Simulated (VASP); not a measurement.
# Al2O3 (Pnnm) in VASP: further runs, part 2 of 2

VASP 6.6.1. Earlier steps stand in the parts before.

## Step 5: Single point, PBE (strain +0.080 along x and y, +0.040 along z)

File INCAR:

```
SYSTEM = Al2O3
ALGO     = Normal         ! electronic algorithm
EDIFF    = 1E-6           ! SCF threshold, eV
ENCUT    = 520            ! plane-wave cutoff, eV
GGA      = PE             ! functional
ISIF     = 2              ! what is computed and relaxed
ISMEAR   = 0              ! smearing method
LASPH    = .True.         ! aspherical terms in the spheres
LCHARG   = .False.        ! write CHGCAR
LREAL    = .False.        ! projectors in reciprocal space
LWAVE    = .False.        ! write WAVECAR
NBANDS   = 35             ! bands
NELM     = 60             ! most SCF steps
PREC     = Accurate       ! precision mode
SIGMA    = 0.05           ! smearing width, eV
```

File KPOINTS:

```
k-points
0
Gamma
  6 4 8
  0 0 0
```

File POSCAR:

```
Al2O3
1.0
    5.0891507616      0.0000000000      0.0000000000
    0.0000000000     10.4798201472      0.0000000000
    0.0000000000      0.0000000000      3.1467401562
Al O
4 6
Direct
    0.4317423466      0.3295573566      0.5000000000
    0.5682576534      0.6704426434      0.5000000000
    0.9317423466      0.1704426434      0.0000000000
    0.0682576534      0.8295573566      0.0000000000
    0.7545470293      0.2269610254      0.5000000000
    0.0000000000      0.0000000000      0.0000000000
    0.7454529707      0.7269610254      0.0000000000
    0.2545470293      0.2730389746      0.0000000000
    0.2454529707      0.7730389746      0.5000000000
    0.5000000000      0.5000000000      0.5000000000
```

Potentials or basis: VASP PAW PBE potentials, release 64 (Al, O).

Started as:

```console
$ cat potpaw_PBE.64/Al/POTCAR potpaw_PBE.64/O/POTCAR > POTCAR
$ mpirun -np 1 vasp_std > vasp.out
```

OUTCAR:

```text
SYSTEM = Al2O3
   EDIFF = 1E-6
   ENCUT = 520
   GGA = PE
   ISIF = 2
   ISMEAR = 0
   LASPH = .True.
   LREAL = .False.
   NELM = 60
   PREC = Accurate

 ion  position               nearest neighbor table
   1  0.432  0.330  0.500-  10 1.82   8 1.91   8 1.91   5 1.96
   2  0.568  0.670  0.500-  10 1.82   7 1.91   7 1.91   9 1.96
   3  0.932  0.170  0.000-   6 1.82   5 1.91   5 1.91   8 1.96
   4  0.068  0.830  0.000-   6 1.82   9 1.91   9 1.91   7 1.96
   5  0.755  0.227  0.500-   3 1.91   3 1.91   1 1.96
   6  0.000  0.000  0.000-   3 1.82   4 1.82
   7  0.745  0.727  0.000-   2 1.91   2 1.91   4 1.96
   8  0.255  0.273  0.000-   1 1.91   1 1.91   3 1.96
   9  0.245  0.773  0.500-   4 1.91   4 1.91   2 1.96
  10  0.500  0.500  0.500-   1 1.82   2 1.82

  LATTYP: Found a simple orthorhombic cell.
 ALAT       =     3.1467401562
 B/A-ratio  =     1.6172770896
 C/A-ratio  =     3.3303735380

  Lattice vectors:

 A1 = (   0.0000000000,   0.0000000000,   3.1467401562)
[... 203 lines left out ...]
 k-point     1 :       0.0000    0.0000    0.0000
  band No.  band energies     occupation
      1     -17.5934      2.00000
      2     -17.5567      2.00000
      3     -16.8041      2.00000
      4     -16.7956      2.00000
      5     -15.1703      2.00000
      6     -15.1034      2.00000
[... 901 lines left out ...]
     34       9.9288      0.00000
     35      10.0669      0.00000

 [... further k-points ...]

------------------------ aborting loop because EDIFF is reached ----------------------------------------

  FORCE on cell =-STRESS in cart. coord.  units (eV):
  Direction    XX          YY          ZZ          XY          YZ          ZX
  --------------------------------------------------------------------------------------
  -------------------------------------------------------------------------------------
  Total      -16.5709187    -27.8259022    -14.8250163     -0.0000000      0.0000000      0.0000000
  in kB     -158.1965984   -265.6438763   -141.5290964     -0.0000000      0.0000000      0.0000000
  external PRESSURE =    -188.4565237 kB  Pullay stress =       0.0000000 kB

 VOLUME and BASIS-vectors are now :
 -----------------------------------------------------------------------------
  energy-cutoff  :      520.00
  volume of cell :      167.83
      direct lattice vectors                 reciprocal lattice vectors
     5.089150762  0.000000000  0.000000000     0.196496439  0.000000000  0.000000000
     0.000000000 10.479820147  0.000000000     0.000000000  0.095421485  0.000000000
     0.000000000  0.000000000  3.146740156     0.000000000  0.000000000  0.317789188

 POSITION                                       TOTAL-FORCE (eV/Angst)
 -----------------------------------------------------------------------------------
      2.19720      3.45370      1.57337         0.351152      0.981817      0.000000
      2.89195      7.02612      1.57337        -0.351152     -0.981817     -0.000000
      4.74178      1.78621      0.00000         0.351152     -0.981817      0.000000
      0.34737      8.69361      0.00000        -0.351152      0.981817      0.000000
      3.84000      2.37851      1.57337         0.163688     -0.023951      0.000000
      0.00000      0.00000      0.00000        -0.000000      0.000000      0.000000
      3.79372      7.61842      0.00000        -0.163688     -0.023951      0.000000
      1.29543      2.86140      0.00000         0.163688      0.023951      0.000000
      1.24915      8.10131      1.57337        -0.163688      0.023951      0.000000
      2.54458      5.23991      1.57337        -0.000000      0.000000      0.000000
 -----------------------------------------------------------------------------------
    total drift:                               -0.000000      0.000000     -0.000000

  FREE ENERGIE OF THE ION-ELECTRON SYSTEM (eV)
  ---------------------------------------------------
  free  energy   TOTEN  =       -71.9173324829 eV

  energy  without entropy=      -71.9173324829  energy(sigma->0) =      -71.91733248
```

OSZICAR:

```text
N       E                     dE             d eps       ncg     rms          rms(c)
DAV:   1     0.259751599088E+03    0.25975E+03   -0.21994E+04  4200   0.120E+03
DAV:   2    -0.570095537360E+02   -0.31676E+03   -0.30191E+03  5616   0.258E+02
DAV:   3    -0.826455430692E+02   -0.25636E+02   -0.25455E+02  5314   0.791E+01
DAV:   4    -0.829893385672E+02   -0.34380E+00   -0.34325E+00  5149   0.102E+01
DAV:   5    -0.829951603967E+02   -0.58218E-02   -0.58190E-02  5234   0.131E+00    0.191E+01
DAV:   6    -0.720330364608E+02    0.10962E+02   -0.47775E+01  4899   0.335E+01    0.741E+00
DAV:   7    -0.719430387490E+02    0.89998E-01   -0.11162E+00  4664   0.577E+00    0.394E+00
DAV:   8    -0.719005922568E+02    0.42446E-01   -0.16670E-01  5257   0.303E+00    0.105E+00
DAV:   9    -0.719121867935E+02   -0.11595E-01   -0.40020E-02  5020   0.130E+00    0.332E-01
DAV:  10    -0.719152455427E+02   -0.30587E-02   -0.39918E-03  5025   0.327E-01    0.222E-01
DAV:  11    -0.719172752000E+02   -0.20297E-02   -0.23245E-03  4514   0.267E-01    0.524E-02
DAV:  12    -0.719172952373E+02   -0.20037E-04   -0.15927E-04  5453   0.889E-02    0.157E-02
DAV:  13    -0.719173342261E+02   -0.38989E-04   -0.95437E-05  4621   0.564E-02    0.164E-02
DAV:  14    -0.719173320730E+02    0.21531E-05   -0.16469E-05  5170   0.274E-02    0.247E-03
DAV:  15    -0.719173324829E+02   -0.40991E-06   -0.19852E-06  4386   0.750E-03
   1 F= -.71917332E+02 E0= -.71917332E+02  d E =-.396602E-13
```

stdout:

```text
POSCAR found type information on POSCAR AlO
 POSCAR found :  2 types and      10 ions
 scaLAPACK will be used
 LDA part: xc-table for (Slater+PW92), standard interpolation
 POSCAR, INCAR and KPOINTS ok, starting setup
 FFT: planning ... GRIDC
 FFT: planning ... GRID_SOFT
 FFT: planning ... GRID
 WAVECAR not read
 entering main loop
```

Wall time 3.5 min (1 thread of AMD EPYC 9R45 (Zen 5), shared host); peak memory 0.38 GiB.

Results:

* Free energy: -71.9173 eV
* Pressure: -18.8 GPa
* Largest force: 1.043 eV/Å
* Band gap on the k mesh: 1.92 eV

Forces on the atoms (eV/Å):
```
Al   0.351  0.982  0.000
Al  -0.351 -0.982  0.000
Al   0.351 -0.982  0.000
Al  -0.351  0.982  0.000
O    0.164 -0.024  0.000
O    0.000  0.000  0.000
O   -0.164 -0.024  0.000
O    0.164  0.024  0.000
O   -0.164  0.024  0.000
O    0.000  0.000  0.000
```

Caveat: the cell differs from its parent crystal (strain +0.080 along x and y, +0.040 along z); the cell stands under tension; forces of over 1 eV/Å act on the atoms, so gaps and moduli don't describe the material at rest.

## Step 6: Single point, PBE (strain +0.080 along x and y, +0.080 along z)

File INCAR:

```
PREC     = Accurate       # precision mode
ENCUT    = 520            # plane-wave cutoff, eV
EDIFF    = 1E-6           # SCF threshold, eV
ISMEAR   = 0              # smearing method
SIGMA    = 0.05           # smearing width, eV
LREAL    = False          # projectors in reciprocal space
LASPH    = True           # aspherical terms in the spheres
NELM     = 60             # most SCF steps
ALGO     = Normal         # electronic algorithm
ISIF     = 2              # what is computed and relaxed
LWAVE    = False          # write WAVECAR
LCHARG   = False          # write CHGCAR
GGA      = PE             # functional
NBANDS   = 35             # bands
```

File KPOINTS:

```
Automatic mesh
0
Gamma
  6 4 8
```

POSCAR, as its differences from that of step 5:

```diff
@@ -4,3 +4,3 @@
     0.0000000000     10.4798201472      0.0000000000
-    0.0000000000      0.0000000000      3.1467401562
+    0.0000000000      0.0000000000      3.2677686238
 Al O
```

Potentials or basis: VASP PAW PBE potentials, release 64 (Al, O).

Started as:

```console
$ cat potpaw_PBE.64/Al/POTCAR potpaw_PBE.64/O/POTCAR > POTCAR
$ mpirun -np 1 vasp_std > vasp.out
```

It took 3.3 min on 1 thread of AMD EPYC 9R45 (Zen 5), shared host; peak memory 0.39 GiB.

Results (log left out):

* Free energy: -71.2263 eV
* Pressure: -20.9 GPa
* Largest force: 0.881 eV/Å
* Band gap on the k mesh: 1.90 eV

Forces in eV/Å, atoms in the order of the input:
```
Al   0.336  0.814  0.000
Al  -0.336 -0.814  0.000
Al   0.336 -0.814  0.000
Al  -0.336  0.814  0.000
O    0.221 -0.102  0.000
O    0.000  0.000  0.000
O   -0.221 -0.102  0.000
O    0.221  0.102  0.000
O   -0.221  0.102  0.000
O    0.000  0.000  0.000
```

Stress tensor (GPa, compression positive):
```
-16.64   0.00   0.00
  0.00 -25.87   0.00
  0.00   0.00 -20.08
```

Levels at points of the mesh, in eV from the valence-band top:
```
           k point  band 21  band 22  band 23  band 24  band 25  band 26  band 27  band 28
(0.00, 0.00, 0.00)    -0.93    -0.44    -0.05     0.00     1.90     3.23     5.06     5.61
(0.50, 0.00, 0.00)    -0.77    -0.77    -0.02    -0.02     4.11     4.11     4.84     4.84
(0.00, 0.50, 0.00)    -0.66    -0.66    -0.02    -0.02     2.52     2.52     5.37     5.37
(0.50, 0.50, 0.00)    -0.71    -0.71    -0.02    -0.02     4.02     4.02     4.90     4.90
(0.00, 0.00, 0.50)    -1.12    -1.12    -0.53    -0.53     6.04     6.04     6.42     6.42
(0.50, 0.00, 0.50)    -1.19    -1.19    -0.54    -0.54     5.43     5.43     6.66     6.66
(0.00, 0.50, 0.50)    -1.19    -1.19    -0.47    -0.47     5.97     5.97     6.45     6.45
(0.50, 0.50, 0.50)    -1.18    -1.18    -0.58    -0.58     5.89     5.89     6.02     6.02
```

Caveat: the cell differs from its parent crystal (strain +0.080 along x and y, +0.080 along z); the cell stands under tension.

## Step 7: The runs side by side

```csv
cell,gap on the mesh (eV),pressure (GPa),largest force (eV/Å)
"a = 4.335, b = 8.927, c = 3.147 Å, 10 atoms",4.33,27.6,4.54
"a = 4.335, b = 8.927, c = 3.268 Å, 10 atoms",4.01,21.3,4.95
"a = 4.712, b = 9.704, c = 2.784 Å, 10 atoms",3.28,14.8,1.59
"a = 5.089, b = 10.480, c = 3.147 Å, 10 atoms",1.92,-18.8,1.04
"a = 5.089, b = 10.480, c = 3.268 Å, 10 atoms",1.90,-20.9,0.88
```

Alike in all rows: task single point; level PBE; potentials or basis VASP PAW PBE potentials, release 64 (Al, O); no spin polarisation; k mesh 6 × 4 × 8; cutoff (eV) 520; smearing gaussian 0.05 eV.

Caveats: forces of over 1 eV/Å act on the atoms, so gaps and moduli don't describe the material at rest (at least some runs); the cell stands under pressure (at least some runs); the cell stands under tension (at least some runs).

Total energies depend on the potentials used, so only differences within one code and one set of settings carry meaning.
